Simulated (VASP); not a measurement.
# H10CO6: single point with r2SCAN+D3(BJ)

The system is H10CO6.

```
CELL_PARAMETERS angstrom
5.48148 0.00000 0.00000
0.00000 5.48148 0.00000
0.00000 0.00000 5.48148
ATOMIC_POSITIONS crystal
O 0.86765 0.30477 0.54670
O 0.08024 0.43133 0.97258
O 0.93699 0.89675 0.21830
O 0.33471 0.71056 0.55390
O 0.39529 0.15308 0.28678
O 0.60033 0.08733 0.95890
H 0.78265 0.20423 0.65532
H 0.94923 0.19064 0.45238
H 0.10846 0.26051 0.03361
H 0.00327 0.39978 0.81237
H 0.85222 0.93944 0.06794
H 0.95299 0.73046 0.24466
H 0.43952 0.75917 0.68804
H 0.29021 0.55148 0.60821
H 0.32115 0.98032 0.28556
H 0.61243 0.39820 0.14575
C 0.52103 0.22470 0.10286
```

- Program: VASP 6.6.1
- Task: single point
- Functional: r2SCAN
- Dispersion: D3(BJ)
- Potentials or basis: VASP PAW PBE potentials, release 64 (O, H, C)
- Cutoff: 520 eV
- k mesh: 1 × 1 × 1
- Occupations: fermi-dirac, width 0.02 eV
- Spin: no spin polarisation

The pressure is 3.5 GPa and the largest force is 5.899 eV/Å. The dispersion energy per atom is -0.020 eV.

Forces in eV/Å, atoms in the order of the input:
```
O   -0.076  2.432  0.418
O    0.254 -1.765  0.390
O    0.503  2.807  0.065
O    0.498  0.568  0.228
O   -2.879 -1.049  2.023
O    1.193 -2.801 -5.053
H   -1.510 -0.942  1.255
H    1.305 -1.655 -1.750
H   -0.390  1.660 -0.358
H    0.187  0.293  0.110
H   -0.055 -0.791  0.408
H    0.127 -2.205 -0.175
H   -0.029  0.425 -0.223
H   -0.477 -0.780 -0.122
H    0.829  1.205 -0.231
H   -0.610  0.855 -0.521
C    1.131  1.742  3.535
```

Stress tensor (GPa, compression positive):
```
 3.11 -1.56 -3.63
-1.56  2.62  3.40
-3.63  3.40  4.84
```

Levels at points of the mesh, in eV from the Fermi level:
```tsv
k point	band 21	band 22	band 23	band 24	band 25	band 26	band 27	band 28	band 29	band 30
(0.00, 0.00, 0.00)	-1.08	-1.00	-0.68	-0.63	-0.51	5.37	5.85	8.96	9.18	9.53
```

It took 120 s on 1 thread of Intel Xeon 8259CL, on a shared host, peak memory 0.22 GiB.

Caveat: the k points lie up to 1.15 Å⁻¹ apart, too coarse for converged energies, forces and pressures; the atoms stand as in a frame of molecular dynamics; the PAW data sets were made with another functional, which shifts forces and pressure a little.
